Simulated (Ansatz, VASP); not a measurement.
This is a calculation of CdTe for Ansatz 0.2.0.

File input.yaml:

```yaml
crystal:
  lattice:
    - [0.0, 3.205, 3.205]
    - [3.205, 0.0, 3.205]
    - [3.205, 3.205, 0.0]
  atoms:
    - { symbol: Te, position: [0.75, 0.75, 0.75] }
    - { symbol: Cd, position: [0.0, 0.0, 0.0] }
kpoints:
  mp_grid: { grid: [7, 7, 7] }
scf:
  occupations: { method: gaussian, width: 0.013 }
hamiltonian:
  xc: pbe
  pseudopotentials: { kind: all_electron, lapw: { basis_error: 0.001 } }
output:
  forces: true
  stress: true
  eigenvalues: true
```

Potentials or basis: all-electron LAPW, scalar-relativistic.

Launch:

```bash
$ ansatz run input.yaml --threads 1 --pin off --max-ram 3072MiB --backend cpu --events-out ev --progress --plain --runs-dir out
```

Q: Translate it to VASP 6.6.1. Potentials there: VASP PAW PBE potentials, release 64 (Te, Cd).

A: As run (the cutoff follows the program's own potentials):

File INCAR:

```
SYSTEM = CdTe
PREC = Accurate ; ENCUT = 520
EDIFF = 1E-7 ; ISMEAR = 0
SIGMA = 0.013000000000000001 ; LREAL = .FALSE.
LASPH = .TRUE. ; NELM = 80
ALGO = Normal ; ISIF = 2
LWAVE = .FALSE. ; LCHARG = .FALSE.
GGA = PE ; NBANDS = 16
```

Contents of KPOINTS:

```
Automatic mesh
0
G
  7 7 7
  0 0 0
```

Contents of POSCAR:

```
CdTe
1.0
    0.0000000000      3.2050000000      3.2050000000
    3.2050000000      0.0000000000      3.2050000000
    3.2050000000      3.2050000000      0.0000000000
Te Cd
1 1
Direct
    0.7500000000      0.7500000000      0.7500000000
    0.0000000000      0.0000000000      0.0000000000
```

Potentials or basis: VASP PAW PBE potentials, release 64 (Te, Cd).

Launch:

```bash
$ cat potpaw_PBE.64/Te/POTCAR potpaw_PBE.64/Cd/POTCAR > POTCAR
$ mpirun -np 1 vasp_std > vasp.out
```

Both were run:

|  | VASP | Ansatz | Ansatz less VASP |
| --- | --- | --- | --- |
| gap on the k mesh at the Fermi level (eV) | 0.87 | 0.87 | -0.001 |
| least direct gap on the mesh (eV) | 0.87 | 0.87 | -0.001 |
| pressure (GPa) | 4.4 | 4.3 | -0.14 |

Ansatz ran all-electron here, and VASP with PAW potentials.

Neither program's run includes spin-orbit coupling.
